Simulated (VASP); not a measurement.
# Ta9N8 (a cell with a defect) in VASP: notebook

The runs below take Ta9N8 (a cell with a defect) through single point, with PBE.

Everything below comes from runs of VASP 6.6.1. Logs are shortened: lines on timing, memory, paths and dates and some standing lists are left out, and cuts for length are marked.

### Step 1. The cell of the first run

The cell holds a defect, 17 atoms: a = 5.796 Å, b = 5.900 Å, c = 5.900 Å, α = 120.00°, β = 90.00°, γ = 90.00°.

### Step 2. Single point, PBE

Input file INCAR:

```
SYSTEM = Ta9N8
  PREC = Accurate
  ENCUT = 520
  EDIFF = 1E-7
  ISMEAR = 0
  SIGMA = 0.1
  LREAL = Auto
  LASPH = .True.
  NELM = 60
  ALGO = Normal
  ISIF = 2
  LWAVE = .False.
  LCHARG = .True.
  GGA = PE
  LELF = .True.
  LVHAR = .True.
  NBANDS = 84
```

Input file KPOINTS:

```
Automatic mesh
0
Gamma
  4 5 5
  0.5 0 0
```

Input file POSCAR:

```
Ta9N8
1.0
    0.0000000000      0.0000000000      5.7955432028
   -2.9501846797     -5.1098697569      0.0000000000
    5.9003693593      0.0000000000      0.0000000000
Ta N
9 8
Direct
    0.2568936074      0.1649515624      0.8323454471
    0.7431075655      0.1650382574      0.8323645588
    0.2541383868      0.1752578916      0.3386878050
    0.7458355237      0.1752944875      0.3386818671
    0.2776017612      0.6665042676      0.8027434201
    0.7223769806      0.6666091627      0.8027306175
    0.2690593350      0.6653846696      0.3564696598
    0.7309069835      0.6654435752      0.3564950451
   -0.0000232938      0.7663774590      0.1232944913
   -0.0000110430      0.0203359391      0.5298262847
    0.4999888533     -0.0016329183      0.4963961425
   -0.0000722969      0.0313371979     -0.0045904717
    0.4999797083      0.0051711690      0.0003223363
   -0.0000067293      0.4977023136      0.5014468689
    0.4999847121      0.4633076991      0.4701131585
    0.0000747126      0.4176217989     -0.0005168434
    0.4999936846      0.4918526537     -0.0051933760
```

Potentials or basis: VASP PAW PBE potentials, release 64 (Ta_pv, N).

The run is started by

```sh
> cat potpaw_PBE.64/Ta_pv/POTCAR potpaw_PBE.64/N/POTCAR > POTCAR
> mpirun -np 1 vasp_std > vasp.out
```

OUTCAR:

```text
SYSTEM = Ta9N8
   PREC = Accurate
   ENCUT = 520
   EDIFF = 1E-7
   ISMEAR = 0
   LREAL = Auto
   LASPH = .True.
   NELM = 60
   ISIF = 2
   GGA = PE

 ion  position               nearest neighbor table
   1  0.257  0.165  0.832-  16 1.99  12 2.13  10 2.15  17 2.19  13 2.19  11 2.22   2 2.82   5 2.86
                             7 2.88   3 2.94   3 2.96   2 2.98   7 3.03   5 3.05   9 3.42
   2  0.743  0.165  0.832-  16 1.99  12 2.13  10 2.15  17 2.18  13 2.19  11 2.22   1 2.82   6 2.86
                             8 2.88   4 2.94   4 2.96   1 2.98   8 3.03   6 3.05   9 3.41
   3  0.254  0.175  0.339-  15 2.05  14 2.21  11 2.23  13 2.24  12 2.30  10 2.30   9 2.56   5 2.83
                             7 2.84   4 2.85   1 2.94   4 2.95   1 2.96   7 3.06   5 3.09
   4  0.746  0.175  0.339-  15 2.05  14 2.21  11 2.23  13 2.24  12 2.30  10 2.30   9 2.56   6 2.83
                             8 2.84   3 2.85   2 2.94   3 2.95   2 2.96   8 3.06   6 3.09
   5  0.278  0.667  0.803-  15 2.14  13 2.16  14 2.23  17 2.27   9 2.32  12 2.46   6 2.58   7 2.63
                             3 2.83   1 2.86   1 3.05   3 3.09   6 3.22   7 3.27
   6  0.722  0.667  0.803-  15 2.14  13 2.16  14 2.23  17 2.28   9 2.32  12 2.46   5 2.58   8 2.63
                             4 2.83   2 2.86   2 3.05   4 3.09   5 3.22   8 3.27
   7  0.269  0.665  0.356-  15 2.11  11 2.17  14 2.23  17 2.28   9 2.35  10 2.39  16 2.43   5 2.63
                             8 2.68   3 2.84   1 2.88   1 3.03   3 3.06   8 3.12   5 3.27
   8  0.731  0.665  0.356-  15 2.11  11 2.17  14 2.23  17 2.28   9 2.35  10 2.39  16 2.43   6 2.63
                             7 2.68   4 2.84   2 2.88   2 3.03   4 3.06   7 3.12   6 3.27
   9  1.000  0.766  0.123-  16 1.81  12 2.05  10 2.10   5 2.32   6 2.32   8 2.35   7 2.35   3 2.56
                             4 2.56   2 3.41   1 3.42
  10  1.000  0.020  0.530-   9 2.10   2 2.15   1 2.15   3 2.30   4 2.30   8 2.39   7 2.39
  11  0.500  0.998  0.496-   8 2.17   7 2.17   1 2.22   2 2.22   3 2.23   4 2.23
  12  1.000  0.031  0.995-   9 2.05   2 2.13   1 2.13   4 2.30   3 2.30   6 2.46   5 2.46
  13  0.500  0.005  0.000-   6 2.16   5 2.16   1 2.19   2 2.19   3 2.24   4 2.24
  14  1.000  0.498  0.501-   4 2.21   3 2.21   5 2.23   6 2.23   7 2.23   8 2.23
  15  0.500  0.463  0.470-   4 2.05   3 2.05   7 2.11   8 2.11   5 2.14   6 2.14
  16  0.000  0.418  0.999-   9 1.81   1 1.99   2 1.99   7 2.43   8 2.43
  17  0.500  0.492  0.995-   2 2.18   1 2.19   5 2.27   6 2.28   7 2.28   8 2.28

  LATTYP: Found a hexagonal cell.
 ALAT       =     5.9003693594
 C/A-ratio  =     0.9822339670

  Lattice vectors:

 A1 = (  -2.9501846797,  -5.1098697569,   0.0000000000)
 A2 = (   5.9003693593,   0.0000000000,   0.0000000000)
 A3 = (   0.0000000000,   0.0000000000,   5.7955432028)

Analysis of symmetry for initial positions (statically):
=====================================================================
 Subroutine PRICEL returns:
 Original cell was already a primitive cell.

 Routine SETGRP: Setting up the symmetry group for a
 hexagonal supercell.

 Subroutine GETGRP returns: Found  1 space group operations
 (whereof  1 operations were pure point group operations)
 out of a pool of 24 trial point group operations.

The static configuration has the point symmetry C_1 .

Analysis of symmetry for dynamics (positions and initial velocities):
=====================================================================
 Subroutine PRICEL returns:
 Original cell was already a primitive cell.

 Routine SETGRP: Setting up the symmetry group for a
 hexagonal supercell.

 Subroutine GETGRP returns: Found  1 space group operations
 (whereof  1 operations were pure point group operations)
 out of a pool of 24 trial point group operations.

The dynamic configuration has the point symmetry C_1 .

 Subroutine INISYM returns: Found  1 space group operations
 (whereof  1 operations are pure point group operations),
 and found     1 'primitive' translations

----------------------------------------------------------------------------------------

                                     Primitive cell

  volume of cell :     174.7363

  direct lattice vectors                    reciprocal lattice vectors
     0.000000000  0.000000000  5.795543203     0.000000000  0.000000000  0.172546380
    -2.950184680 -5.109869757  0.000000000     0.000000000 -0.195699704  0.000000000
     5.900369359  0.000000000  0.000000000     0.169480915 -0.097849852  0.000000000

  length of vectors
     5.795543203  5.900369359  5.900369359     0.172546380  0.195699704  0.195699704

  position of ions in fractional coordinates (direct lattice)
     0.256893607  0.164951562  0.832345447
     0.743107565  0.165038257  0.832364559
[... 48 lines left out ...]
     0.000000000 -0.039139941  0.000000000     0.000000000  0.200000000  0.000000000
     0.033896183 -0.019569970  0.000000000     0.000000000  0.000000000  0.200000000

  Length of vectors
     0.043136595  0.039139941  0.039139941

  Shift w.r.t. Gamma in fractional coordinates (k-lattice)
     0.500000000  0.000000000  0.000000000

 Subroutine IBZKPT returns following result:
 ===========================================

 Found     50 irreducible k-points:

 Following reciprocal coordinates:
            Coordinates               Weight
  0.125000  0.000000  0.000000      2.000000
  0.375000  0.000000  0.000000      2.000000
  0.125000  0.200000  0.000000      2.000000
  0.125000  0.000000  0.200000      2.000000
  0.125000 -0.200000  0.200000      2.000000
  0.125000 -0.200000  0.000000      2.000000
[... 16 lines left out ...]
  0.375000 -0.400000  0.400000      2.000000
  0.375000 -0.400000  0.000000      2.000000
 [... further k-points ...]
   k-points           NKPTS =     50   k-points in BZ     NKDIM =     50   number of bands    NBANDS=     84
   number of dos      NEDOS =    301   number of ions     NIONS =     17
   total plane-waves  NPLWV = 110592
   dimension x,y,z NGX =    48 NGY =   48 NGZ =   48
   dimension x,y,z NGXF=    96 NGYF=   96 NGZF=   96
   ions per type =               9   8
   NGX,Y,Z   is equivalent  to a cutoff of  13.77, 13.52, 13.52 a.u.
   NGXF,Y,Z  is equivalent  to a cutoff of  27.54, 27.05, 27.05 a.u.
 SYSTEM =  Ta9N8
   PREC   = accura    normal or accurate (medium, high low for compatibility)
   ISTART =      0    job   : 0-new  1-cont  2-samecut
   ICHARG =      2    charge: 1-file 2-atom 10-const
   ISPIN  =      1    spin polarized calculation?
   LNONCOLLINEAR =      F non collinear calculations
   LSORBIT =      F    spin-orbit coupling
   LASPH  =      T    aspherical Exc in radial PAW
   ENCUT  =  520.0 eV  38.22 Ry    6.18 a.u.  10.78 10.97 10.97*2*pi/ulx,y,z
   NELM   =     60;   NELMIN=  2; NELMDL= -5     # of ELM steps
   EDIFF  = 0.1E-06   stopping-criterion for ELM
   LREAL  =      T    real-space projection
   EDIFFG = 0.1E-05   stopping-criterion for IOM
   NSW    =      0    number of steps for IOM
   IBRION =     -1    ionic relax: 0-MD 1-quasi-New 2-CG
   NFREE  =      0    steps in history (QN), initial steepest desc. (CG)
   ISIF   =      2    stress and relaxation
   ISYM   =      2    0-nonsym 1-usesym 2-fastsym
   POTIM  = 0.5000    time-step for ionic-motion
   TEBEG  =    0.0;   TEEND  =   0.0 temperature during run
   PSTRESS=    0.0 pullay stress
   NELECT =     139.0000    total number of electrons
   NUPDOWN=      -1.0000    fix difference up-down
   EMIN   =  10.00;   EMAX   =-10.00  energy-range for DOS
   EFERMI =   0.00;   METHOD = LEGACY
   ISMEAR =     0;   SIGMA  =   0.10  broadening in eV -4-tet -1-fermi 0-gaus
   EFERMI_NEDOS =   21; number of points for ismear=-14 and -15
   IALGO  =     38    algorithm
   IMIX   =      4    mixing-type and parameters
     AMIX     =   0.40;   BMIX     =  1.00
     AMIX_MAG =   1.60;   BMIX_MAG =  1.00
  volume/ion in A,a.u.               =      10.28        69.36
  Fermi-wavevector in a.u.,A,eV,Ry     =   1.516883  2.866493 31.306102  2.300934
  Thomas-Fermi vector in A             =   2.626213
   LORBIT       =      0    0 simple, 1 ext, 2 COOP (PROOUT), +10 PAW based schemes
   GGA     = PE    functional components
   LHFCALC =     F    Hartree Fock is set to
   AEXX    =    0.0000 exact exchange contribution
   IVDW    =     0    specifies the selected vdW correction
   LEPSILON=     F    determine dielectric tensor
   LRPA    =     F    only Hartree local field effects (RPA)
 non-spin polarized calculation
 Gauss-broadening in eV      SIGMA  =   0.10
  energy-cutoff  :      520.00
  volume of cell :      174.74
 maximum number of plane-waves:      4717
 NGX is ok and might be reduce to    48
   NGX = 21   NGY = 21   NGZ = 21

 number of electron     138.9999998 magnetization

 Free energy of the ion-electron system (eV)
  ---------------------------------------------------
  ext. energy  EPLUGINS =         0.00000000
  ---------------------------------------------------
  free energy    TOTEN  =      -174.07550239 eV

  energy without entropy =     -174.05790392  energy(sigma->0) =     -174.06670316

 E-fermi :   9.1995     XC(G=0): -13.7064

 val. band max:        9.1743817287   @ k =   0.3750   0.4000  -0.2000
 cond. band min:       9.2102647139   @ k =   0.1250   0.4000   0.4000
 fundamental gap:      0.0358829852
 Fermi energy:         9.1994521779

 k-point     1 :       0.1250    0.0000    0.0000
  band No.  band energies     occupation
      1     -27.2727      2.00000
      2     -27.1975      2.00000
      3     -27.0256      2.00000
      4     -26.8115      2.00000
      5     -26.7579      2.00000
      6     -26.6010      2.00000
[... 2005 lines left out ...]
     80      11.9624      0.00000
     81      12.1027      0.00000

 [... further k-points ...]

 [bands above 81 left out]

------------------------ aborting loop because EDIFF is reached ----------------------------------------

  FORCE on cell =-STRESS in cart. coord.  units (eV):
  Direction    XX          YY          ZZ          XY          YZ          ZX
  --------------------------------------------------------------------------------------
  -------------------------------------------------------------------------------------
  Total       64.5778089     62.1422974     64.0253324      4.3562453      0.0249862     -0.0006830
  in kB      592.1213365    569.7898516    587.0556161     39.9429125      0.2291010     -0.0062622
  external PRESSURE =     582.9889347 kB  Pullay stress =       0.0000000 kB

 VOLUME and BASIS-vectors are now :
 -----------------------------------------------------------------------------
  energy-cutoff  :      520.00
  volume of cell :      174.74
      direct lattice vectors                 reciprocal lattice vectors
     0.000000000  0.000000000  5.795543203     0.000000000  0.000000000  0.172546380
    -2.950184680 -5.109869757  0.000000000     0.000000000 -0.195699704  0.000000000
     5.900369359  0.000000000  0.000000000     0.169480915 -0.097849852  0.000000000

 POSITION                                       TOTAL-FORCE (eV/Angst)
 -----------------------------------------------------------------------------------
      4.42451     -0.84288      1.48884        -0.062276     -0.118113      0.020765
      4.42436     -0.84332      4.30671        -0.061317     -0.117673     -0.020112
      1.48134     -0.89554      1.47287        -0.171252      0.106898     -0.244254
      1.48120     -0.89573      4.32252        -0.170482      0.108113      0.244289
      2.77017     -3.40575      1.60885        -0.445692     -0.539912     -0.081355
      2.76979     -3.40629      4.18657        -0.444492     -0.536404      0.081476
[... 9 lines left out ...]
      4.66526     -2.13399      0.00043         0.322778      0.608621     -0.000042
      4.41867     -2.51330      2.89774        -0.129101     -0.108122     -0.000638
 -----------------------------------------------------------------------------------
    total drift:                               -0.001168     -0.007005     -0.000086

  FREE ENERGIE OF THE ION-ELECTRON SYSTEM (eV)
  ---------------------------------------------------
  free  energy   TOTEN  =      -174.0755023899 eV

  energy  without entropy=     -174.0579039238  energy(sigma->0) =     -174.06670316
```

Run time: 20 min. Hardware: 1 thread of Intel Xeon 6975P-C (Granite Rapids), shared host; peak memory 0.6 GiB.

Results:

```yaml
Free_energy: -174.0755 eV
Pressure: 58.3 GPa
Largest_force: 1.112 eV/Å
Band_gap_on_the_k_mesh: zero (an odd number of electrons rules out a gap without spin polarisation)
```

Forces on the atoms (eV/Å):
```
Ta  -0.062 -0.118  0.021
Ta  -0.061 -0.118 -0.020
Ta  -0.171  0.107 -0.244
Ta  -0.170  0.108  0.244
Ta  -0.446 -0.540 -0.081
Ta  -0.444 -0.536  0.081
Ta   0.215 -0.273  0.261
Ta   0.216 -0.272 -0.262
Ta   0.496  0.996 -0.001
N   -0.192 -0.315  0.000
N   -0.032 -0.217  0.000
N    0.182  0.576  0.002
N   -0.019 -0.216  0.000
N   -0.084 -0.053  0.000
N    0.382  0.371  0.000
N    0.323  0.609  0.000
N   -0.129 -0.108 -0.001
```

Caveat: spin-orbit coupling is left out, which moves the levels of the heavy elements.

### Step 3. Single point, PBE

Input file INCAR:

```
SYSTEM = Ta9N8
ALGO     = Normal         ! electronic algorithm
EDIFF    = 1E-6           ! SCF threshold, eV
ENCUT    = 520            ! plane-wave cutoff, eV
GGA      = PE             ! functional
ISIF     = 2              ! what is computed and relaxed
ISMEAR   = 0              ! smearing method
LASPH    = .True.         ! aspherical terms in the spheres
LCHARG   = .False.        ! write CHGCAR
LREAL    = Auto         
LWAVE    = .False.        ! write WAVECAR
NBANDS   = 84             ! bands
NELM     = 80             ! most SCF steps
PREC     = Accurate       ! precision mode
SIGMA    = 0.1            ! smearing width, eV
```

KPOINTS is that of step 2.

Input file POSCAR:

```
Ta9N8
1.0
    0.0000000000      0.0000000000      5.7955432028
   -2.9501846797     -5.1098697569      0.0000000000
    5.9003693593      0.0000000000      0.0000000000
Ta N
9 8
Direct
    0.2551819473      0.1666361454      0.8330096142
    0.7448207785      0.1667952493      0.8330157808
    0.2506710673      0.1667412362      0.3337010483
    0.7491606650      0.1666664789      0.3336507891
    0.2767183237      0.6687477690      0.7999799903
    0.7233101115      0.6687976725      0.7998324104
    0.2725171644      0.6634468511      0.3601563913
    0.7273219873      0.6634879481      0.3600737259
   -0.0000695362      0.7366731794      0.1146814524
    0.0000093175      0.0260251252      0.5232079108
    0.4999752221     -0.0007272201      0.4947223451
    0.0000282976     -0.0062377324     -0.0247263270
    0.4999462343      0.0093845836      0.0011982733
   -0.0000093175      0.4956635140      0.5034182988
    0.4999622811      0.4543910335      0.4738127896
    0.0000954181      0.3994593007      0.0384819484
    0.5000173234      0.4913542066     -0.0065996457
```

Potentials or basis: VASP PAW PBE potentials, release 64 (Ta_pv, N).

The run is started by

```sh
> cat potpaw_PBE.64/Ta_pv/POTCAR potpaw_PBE.64/N/POTCAR > POTCAR
> mpirun -np 1 vasp_std > vasp.out
```

Run time: 19 min. Hardware: 1 thread of Intel Xeon 6975P-C (Granite Rapids), shared host; peak memory 0.6 GiB.

Results (log left out):

| Property | Result |
| --- | --- |
| Free energy | -174.3928 eV |
| Pressure | 57.4 GPa |
| Largest force | 0.190 eV/Å |
| Band gap on the k mesh | zero (an odd number of electrons rules out a gap without spin polarisation) |

Forces on the atoms (eV/Å):
```
Ta  -0.022  0.023  0.051
Ta  -0.012  0.033 -0.047
Ta  -0.004  0.007  0.012
Ta  -0.009 -0.005  0.000
Ta  -0.017  0.026  0.039
Ta  -0.011  0.025 -0.046
Ta   0.031  0.008  0.055
Ta   0.042  0.011 -0.055
Ta  -0.076 -0.175  0.005
N    0.032 -0.029 -0.003
N    0.003  0.004 -0.003
N   -0.046 -0.037 -0.004
N    0.008 -0.009  0.005
N   -0.009  0.006 -0.001
N    0.011 -0.006 -0.001
N    0.077  0.126 -0.002
N    0.001 -0.007 -0.005
```

Stress tensor (GPa, compression positive):
```
63.01  6.36 -0.01
 6.36 51.83  0.02
-0.01  0.02 57.39
```

Levels at points of the mesh, in eV from the Fermi level:
```csv
k point,band 66,band 67,band 68,band 69,band 70,band 71,band 72,band 73
"(0.12, 0.00, 0.00)",-1.31,-1.02,-0.82,-0.51,0.21,1.15,1.38,1.54
```

Caveat: spin-orbit coupling is left out, which moves the levels of the heavy elements.
